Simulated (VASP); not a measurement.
# In (I4/mmm) in VASP: a series of runs

The runs below take In through single point, with PBE.

Program: VASP 6.6.1. These are calculated values, not measurements. Logs are shortened: lines on timing, memory, paths and dates and some standing lists are left out, and cuts for length are marked.

## (1) The cell of the first run

Symmetry: I4/mmm, No. 139, tetragonal system. The conventional cell has a = 3.251 Å, b = 3.251 Å, c = 5.046 Å, α = 90.00°, β = 90.00°, γ = 90.00°. In (site symmetry 4/mmm) has 12 In at 3.25 to 3.41 Å within 4.3 Å.

## (2) Single point, PBE

File INCAR:

```
SYSTEM = In
ALGO = Fast
EDIFF = 1E-6
ENCUT = 520
GGA = PE
ISIF = 2
ISMEAR = -1
LASPH = .True.
LCHARG = .False.
LREAL = .False.
LWAVE = .False.
NBANDS = 12
NELM = 80
PREC = Accurate
SIGMA = 0.05
```

File KPOINTS:

```
k-points
0
Gamma
  10 10 10
  0 0 0
```

File POSCAR:

```
In
1.0
   -1.6254700000      1.6254700000      2.5231740000
    1.6254700000     -1.6254700000      2.5231740000
    1.6254700000      1.6254700000     -2.5231740000
In
1
Direct
    0.0000000000      0.0000000000      0.0000000000
```

Potentials or basis: VASP PAW PBE potentials, release 64 (In_d).

On the command line:

```bash
> cat potpaw_PBE.64/In_d/POTCAR > POTCAR
> mpirun -np 1 vasp_std > vasp.out
```

OUTCAR:

```text
SYSTEM = In
   EDIFF = 1E-6
   ENCUT = 520
   GGA = PE
   ISIF = 2
   ISMEAR = -1
   LASPH = .True.
   LREAL = .False.
   NELM = 80
   PREC = Accurate

 ion  position               nearest neighbor table
   1  0.000  0.000  0.000-

  LATTYP: Found a body centered tetragonal cell.
 ALAT       =     3.2509400000
 C/A-ratio  =     1.5522734963

  Lattice vectors:

 A1 = (  -1.6254700000,   1.6254700000,   2.5231740000)
 A2 = (   1.6254700000,  -1.6254700000,   2.5231740000)
 A3 = (   1.6254700000,   1.6254700000,  -2.5231740000)

Analysis of symmetry for initial positions (statically):
=====================================================================
 Subroutine PRICEL returns:
 Original cell was already a primitive cell.

 Routine SETGRP: Setting up the symmetry group for a
 body centered tetragonal supercell.

 Subroutine GETGRP returns: Found 16 space group operations
 (whereof 16 operations were pure point group operations)
 out of a pool of 16 trial point group operations.

The static configuration has the point symmetry D_4h.

Analysis of symmetry for dynamics (positions and initial velocities):
=====================================================================
 Subroutine PRICEL returns:
 Original cell was already a primitive cell.

 Routine SETGRP: Setting up the symmetry group for a
 body centered tetragonal supercell.

 Subroutine GETGRP returns: Found 16 space group operations
 (whereof 16 operations were pure point group operations)
 out of a pool of 16 trial point group operations.

The dynamic configuration has the point symmetry D_4h.

 Subroutine INISYM returns: Found 16 space group operations
 (whereof 16 operations are pure point group operations),
 and found     1 'primitive' translations

----------------------------------------------------------------------------------------

                                     Primitive cell

  volume of cell :      26.6664

  direct lattice vectors                    reciprocal lattice vectors
    -1.625470000  1.625470000  2.523174000     0.000000000  0.307603339  0.198163107
     1.625470000 -1.625470000  2.523174000     0.307603339  0.000000000  0.198163107
     1.625470000  1.625470000 -2.523174000     0.307603339  0.307603339  0.000000000

  length of vectors
     3.413314002  3.413314002  3.413314002     0.365907682  0.365907682  0.435016814

  position of ions in fractional coordinates (direct lattice)
     0.000000000  0.000000000  0.000000000

  ion indices of the primitive-cell ions
   primitive index   ion index
                 1           1

----------------------------------------------------------------------------------------

 KPOINTS: k-points

Automatic generation of k-mesh.
 Grid dimensions read from file:
 generate k-points for:   10   10   10

 Generating k-lattice:

  Cartesian coordinates                     Fractional coordinates (reciprocal lattice)
     0.000000000  0.030760334  0.019816311     0.100000000  0.000000000 -0.000000000
     0.030760334  0.000000000  0.019816311     0.000000000  0.100000000 -0.000000000
     0.030760334  0.030760334  0.000000000     0.000000000  0.000000000  0.100000000

  Length of vectors
     0.036590768  0.036590768  0.043501681

  Shift w.r.t. Gamma in fractional coordinates (k-lattice)
     0.000000000  0.000000000  0.000000000

 Subroutine IBZKPT returns following result:
 ===========================================

 Found    102 irreducible k-points:

 Following reciprocal coordinates:
            Coordinates               Weight
  0.000000  0.000000  0.000000      1.000000
  0.100000  0.000000 -0.000000      8.000000
  0.200000  0.000000 -0.000000      8.000000
  0.300000 -0.000000  0.000000      8.000000
  0.400000  0.000000  0.000000      8.000000
  0.500000  0.000000  0.000000      4.000000
[... 16 lines left out ...]
  0.300000  0.300000  0.000000      8.000000
  0.400000  0.300000  0.000000     16.000000
 [... further k-points ...]
   k-points           NKPTS =    102   k-points in BZ     NKDIM =    102   number of bands    NBANDS=     12
   number of dos      NEDOS =    301   number of ions     NIONS =      1
   total plane-waves  NPLWV =  21952
   dimension x,y,z NGX =    28 NGY =   28 NGZ =   28
   dimension x,y,z NGXF=    56 NGYF=   56 NGZF=   56
   ions per type =               1
   NGX,Y,Z   is equivalent  to a cutoff of  13.64, 13.64, 13.64 a.u.
   NGXF,Y,Z  is equivalent  to a cutoff of  27.27, 27.27, 27.27 a.u.
 SYSTEM =  In
   PREC   = accura    normal or accurate (medium, high low for compatibility)
   ISTART =      0    job   : 0-new  1-cont  2-samecut
   ICHARG =      2    charge: 1-file 2-atom 10-const
   ISPIN  =      1    spin polarized calculation?
   LNONCOLLINEAR =      F non collinear calculations
   LSORBIT =      F    spin-orbit coupling
   LASPH  =      T    aspherical Exc in radial PAW
   ENCUT  =  520.0 eV  38.22 Ry    6.18 a.u.   6.35  6.35  6.35*2*pi/ulx,y,z
   NELM   =     80;   NELMIN=  2; NELMDL= -5     # of ELM steps
   EDIFF  = 0.1E-05   stopping-criterion for ELM
   LREAL  =      F    real-space projection
   EDIFFG = 0.1E-04   stopping-criterion for IOM
   NSW    =      0    number of steps for IOM
   IBRION =     -1    ionic relax: 0-MD 1-quasi-New 2-CG
   NFREE  =      0    steps in history (QN), initial steepest desc. (CG)
   ISIF   =      2    stress and relaxation
   ISYM   =      2    0-nonsym 1-usesym 2-fastsym
   POTIM  = 0.5000    time-step for ionic-motion
   TEBEG  =    0.0;   TEEND  =   0.0 temperature during run
   PSTRESS=    0.0 pullay stress
   NELECT =      13.0000    total number of electrons
   NUPDOWN=      -1.0000    fix difference up-down
   EMIN   =  10.00;   EMAX   =-10.00  energy-range for DOS
   EFERMI =   0.00;   METHOD = LEGACY
   ISMEAR =    -1;   SIGMA  =   0.05  broadening in eV -4-tet -1-fermi 0-gaus
   EFERMI_NEDOS =   21; number of points for ismear=-14 and -15
   IALGO  =     68    algorithm
   IMIX   =      4    mixing-type and parameters
     AMIX     =   0.40;   BMIX     =  1.00
     AMIX_MAG =   1.60;   BMIX_MAG =  1.00
  volume/ion in A,a.u.               =      26.67       179.95
  Fermi-wavevector in a.u.,A,eV,Ry     =   1.288450  2.434817 22.587079  1.660103
  Thomas-Fermi vector in A             =   2.420403
   LORBIT       =      0    0 simple, 1 ext, 2 COOP (PROOUT), +10 PAW based schemes
   GGA     = PE    functional components
   LHFCALC =     F    Hartree Fock is set to
   AEXX    =    0.0000 exact exchange contribution
   IVDW    =     0    specifies the selected vdW correction
   LEPSILON=     F    determine dielectric tensor
   LRPA    =     F    only Hartree local field effects (RPA)
 non-spin polarized calculation
 RMM-DIIS sequential band-by-band and
  energy-cutoff  :      520.00
  volume of cell :       26.67
 maximum number of plane-waves:       738
 NGX is ok and might be reduce to    28
   NGX = 13   NGY = 13   NGZ = 13

 number of electron      13.0000003 magnetization

 Free energy of the ion-electron system (eV)
  ---------------------------------------------------
  ext. energy  EPLUGINS =         0.00000000
  ---------------------------------------------------
  free energy    TOTEN  =        -2.55764332 eV

  energy without entropy =       -2.55289264  energy(sigma->0) =       -2.55526798

 E-fermi :   7.2581     XC(G=0): -10.1622

 val. band max:        7.2375900858   @ k =  -0.4000  -0.4000   0.1000
 cond. band min:       7.3004950781   @ k =   0.5000   0.3000   0.0000
 fundamental gap:      0.0629049923
 Fermi energy:         7.2580775150

 k-point     1 :       0.0000    0.0000    0.0000
  band No.  band energies     occupation
      1      -7.3930      2.00000
      2      -7.2698      2.00000
      3      -7.2698      2.00000
      4      -7.2205      2.00000
      5      -7.0857      2.00000
      6      -2.1062      2.00000
      7      17.6816      0.00000
      8      17.6816      0.00000
      9      17.8599      0.00000
     10      18.8794      0.00000
     11      21.1103      0.00000
     12      21.2789      0.00000

 k-point     2 :       0.1000    0.0000   -0.0000
  band No.  band energies     occupation
      1      -7.3772      2.00000
      2      -7.2732      2.00000
      3      -7.2558      2.00000
      4      -7.2144      2.00000
      5      -7.0923      2.00000
      6      -1.8896      2.00000
      7      15.4447      0.00000
      8      17.2504      0.00000
      9      17.4592      0.00000
     10      18.6464      0.00000
     11      20.9668      0.00000
     12      21.8280      0.00000

 k-point     3 :       0.2000    0.0000   -0.0000
  band No.  band energies     occupation
      1      -7.3540      2.00000
      2      -7.2934      2.00000
      3      -7.2288      2.00000
      4      -7.1713      2.00000
      5      -7.0995      2.00000
      6      -1.2317      2.00000
      7      12.0566      0.00000
      8      16.2334      0.00000
      9      17.0553      0.00000
     10      18.5821      0.00000
     11      19.7977      0.00000
     12      22.8626      0.00000
[... 286 lines left out ...]
 k-point    23 :       0.3000    0.3000    0.0000
  band No.  band energies     occupation
      1      -7.3502      2.00000
      2      -7.1988      2.00000
      3      -7.1787      2.00000
      4      -7.1406      2.00000
      5      -7.0793      2.00000
      6       2.9727      2.00000
      7       8.0813      0.00000
      8       8.1846      0.00000
      9      13.0991      0.00000
     10      16.2049      0.00000
     11      22.6956      0.00000
     12      23.5811      0.00000

 k-point    24 :       0.4000    0.3000    0.0000
  band No.  band energies     occupation
      1      -7.3909      2.00000
      2      -7.2646      2.00000
      3      -7.1318      2.00000
      4      -7.1232      2.00000
      5      -7.0079      2.00000
      6       4.5242      2.00000
      7       5.9984      2.00000
      8       8.7924      0.00000
      9      12.2880      0.00000
     10      15.4132      0.00000
     11      21.8423      0.00000
     12      23.1998      0.00000

 [... further k-points ...]
[... 5 lines left out ...]
  --------------------------------------------------------------------------------------
  -------------------------------------------------------------------------------------
  Total        0.3233421      0.3233421     -0.0778761      0.0000000     -0.0000000      0.0000000
  in kB       19.4270888     19.4270888     -4.6789664      0.0000000     -0.0000000      0.0000000
  external PRESSURE =      11.3917371 kB  Pullay stress =       0.0000000 kB

 VOLUME and BASIS-vectors are now :
 -----------------------------------------------------------------------------
  energy-cutoff  :      520.00
  volume of cell :       26.67
      direct lattice vectors                 reciprocal lattice vectors
    -1.625470000  1.625470000  2.523174000     0.000000000  0.307603339  0.198163107
     1.625470000 -1.625470000  2.523174000     0.307603339  0.000000000  0.198163107
     1.625470000  1.625470000 -2.523174000     0.307603339  0.307603339  0.000000000

 POSITION                                       TOTAL-FORCE (eV/Angst)
 -----------------------------------------------------------------------------------
      0.00000      0.00000      0.00000         0.000000     -0.000000      0.000000
 -----------------------------------------------------------------------------------
    total drift:                               -0.000000     -0.000000     -0.000000

  FREE ENERGIE OF THE ION-ELECTRON SYSTEM (eV)
  ---------------------------------------------------
  free  energy   TOTEN  =        -2.5576433175 eV

  energy  without entropy=       -2.5528926413  energy(sigma->0) =       -2.55526798
```

Wall time 38 s (1 thread of Intel Xeon 6975P-C, shared host); peak memory 0.17 GiB.

Results:

- Free energy: -2.5576 eV
- Pressure: 1.1 GPa

Caveat: spin-orbit coupling is left out, which moves the levels of the heavy elements.

## (3) Single point, PBE

This run uses another cell than the first one, of 27.19 Å³/atom, 1.020 times its volume.

File INCAR:

```
SYSTEM = In
PREC = Accurate
ENCUT = 520
EDIFF = 1E-6
ISMEAR = -1
SIGMA = 0.05
LREAL = .False.
LASPH = .True.
NELM = 60
ALGO = Fast
ISIF = 2
LWAVE = .False.
LCHARG = .True.
GGA = PE
LELF = .True.
LVHAR = .True.
NBANDS = 12
```

File KPOINTS:

```
Automatic mesh
0
Gamma
  10 10 10
  0 0 0
```

File POSCAR:

```
In
1.0
   -1.6254700000      1.6254700000      2.5726480000
    1.6254700000     -1.6254700000      2.5726480000
    1.6254700000      1.6254700000     -2.5726480000
In
1
Direct
    0.0000000000      0.0000000000      0.0000000000
```

Potentials or basis: VASP PAW PBE potentials, release 64 (In_d).

On the command line:

```bash
> cat potpaw_PBE.64/In_d/POTCAR > POTCAR
> mpirun -np 1 vasp_std > vasp.out
```

OUTCAR:

```text
SYSTEM = In
   PREC = Accurate
   ENCUT = 520
   EDIFF = 1E-6
   ISMEAR = -1
   LREAL = .False.
   LASPH = .True.
   NELM = 60
   ISIF = 2
   GGA = PE

 ion  position               nearest neighbor table
   1  0.000  0.000  0.000-

  LATTYP: Found a body centered tetragonal cell.
 ALAT       =     3.2509400000
 C/A-ratio  =     1.5827102315

  Lattice vectors:

 A1 = (  -1.6254700000,   1.6254700000,   2.5726480000)
 A2 = (   1.6254700000,  -1.6254700000,   2.5726480000)
 A3 = (   1.6254700000,   1.6254700000,  -2.5726480000)

[... 531 lines left out ...]
      5      -7.2181      2.00000
      6       4.3014      2.00000
      7       5.8644      2.00000
      8       8.6548      0.00000
      9      11.8781      0.00000
     10      15.1292      0.00000
     11      21.3538      0.00000
     12      22.4972      0.00000

 [... further k-points ...]
[... 5 lines left out ...]
  --------------------------------------------------------------------------------------
  -------------------------------------------------------------------------------------
  Total        0.1382998      0.1382998     -0.0881103      0.0000000     -0.0000000      0.0000000
  in kB        8.1495531      8.1495531     -5.1920536      0.0000000     -0.0000000      0.0000000
  external PRESSURE =       3.7023508 kB  Pullay stress =       0.0000000 kB

 VOLUME and BASIS-vectors are now :
 -----------------------------------------------------------------------------
  energy-cutoff  :      520.00
  volume of cell :       27.19
      direct lattice vectors                 reciprocal lattice vectors
    -1.625470000  1.625470000  2.572648000     0.000000000  0.307603339  0.194352278
     1.625470000 -1.625470000  2.572648000     0.307603339  0.000000000  0.194352278
     1.625470000  1.625470000 -2.572648000     0.307603339  0.307603339  0.000000000

 POSITION                                       TOTAL-FORCE (eV/Angst)
 -----------------------------------------------------------------------------------
      0.00000      0.00000      0.00000         0.000000     -0.000000     -0.000000
 -----------------------------------------------------------------------------------
    total drift:                                0.000000     -0.000000     -0.000000

  FREE ENERGIE OF THE ION-ELECTRON SYSTEM (eV)
  ---------------------------------------------------
  free  energy   TOTEN  =        -2.5563003570 eV

  energy  without entropy=       -2.5513222919  energy(sigma->0) =       -2.55381132
```

OSZICAR:

```text
N       E                     dE             d eps       ncg     rms          rms(c)
DAV:   1     0.766458442455E+02    0.76646E+02   -0.62616E+03  2464   0.134E+03
DAV:   2     0.102614691239E+01   -0.75620E+02   -0.73993E+02  2588   0.284E+02
DAV:   3    -0.249838033261E+01   -0.35245E+01   -0.35152E+01  2932   0.628E+01
DAV:   4    -0.257805392243E+01   -0.79674E-01   -0.79651E-01  3148   0.950E+00
DAV:   5    -0.258140343687E+01   -0.33495E-02   -0.33494E-02  3388   0.168E+00    0.213E+00
RMM:   6    -0.256029789450E+01    0.21106E-01   -0.27854E-02  2992   0.261E+00    0.114E+00
RMM:   7    -0.255634074095E+01    0.39572E-02   -0.11324E-02  2901   0.138E+00    0.243E-01
RMM:   8    -0.255622222666E+01    0.11851E-03   -0.16452E-03  3236   0.646E-01    0.541E-02
RMM:   9    -0.255628630580E+01   -0.64079E-04   -0.55792E-04  3703   0.261E-01    0.536E-02
RMM:  10    -0.255629377973E+01   -0.74739E-05   -0.17019E-04  3295   0.241E-01    0.729E-03
RMM:  11    -0.255629903926E+01   -0.52595E-05   -0.81065E-05  3991   0.958E-02    0.125E-02
RMM:  12    -0.255630077002E+01   -0.17308E-05   -0.13868E-05  3099   0.406E-02    0.309E-02
RMM:  13    -0.255630035701E+01    0.41300E-06   -0.23770E-06  2113   0.223E-02
   1 F= -.25563004E+01 E0= -.25538113E+01  d E =-.497807E-02
```

stdout:

```text
POSCAR found type information on POSCAR In
 POSCAR found :  1 types and       1 ions
 scaLAPACK will be used
 LDA part: xc-table for (Slater+PW92), standard interpolation
 POSCAR, INCAR and KPOINTS ok, starting setup
 FFT: planning ... GRIDC
 FFT: planning ... GRID_SOFT
 FFT: planning ... GRID
 WAVECAR not read
 entering main loop
```

Wall time 41 s (1 thread of Intel Xeon 6975P-C, shared host); peak memory 0.17 GiB.

Results:

```
Free energy : -2.5563 eV
Pressure    : 0.4 GPa
```

Caveat: spin-orbit coupling is left out, which moves the levels of the heavy elements.
